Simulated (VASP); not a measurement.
Runs of VASP 6.6.1 on NaH. The structure is that of space group Fm-3m (No. 225), or close to it. The cells are those of the table. 

```tsv
cell	gap on the mesh (eV)	pressure (GPa)
a = 3.320, b = 3.320, c = 3.374 Å, angles 60.5, 60.5, 90.0°, 2 atoms	3.62	0.7
a = 3.422, b = 3.422, c = 3.395 Å, angles 59.7, 59.7, 90.0°, 2 atoms	(b)	-0.4
a = 3.320, b = 3.320, c = 3.375 Å, angles 60.5, 60.5, 90.0°, 2 atoms	3.62	0.7
a = 3.371, b = 3.371, c = 3.385 Å, angles 60.1, 60.1, 90.0°, 2 atoms	3.61	0.1
a = 3.456, b = 3.456, c = 3.404 Å, angles 59.5, 59.5, 90.0°, 2 atoms	3.55	(a)
```

Alike in all rows: task single point; level PBEsol; potentials or basis VASP PAW PBE potentials, release 64 (Na_pv, H); no spin polarisation; k mesh 8 × 8 × 8; cutoff (eV) 500; smearing gaussian 0.01 eV.

Task: Estimate the missing entries.

Result: (a) -0.7; (b) 3.58.

Caveats: the PAW data sets were made with another functional, which shifts forces and pressure a little.

A k mesh can miss the band edges.
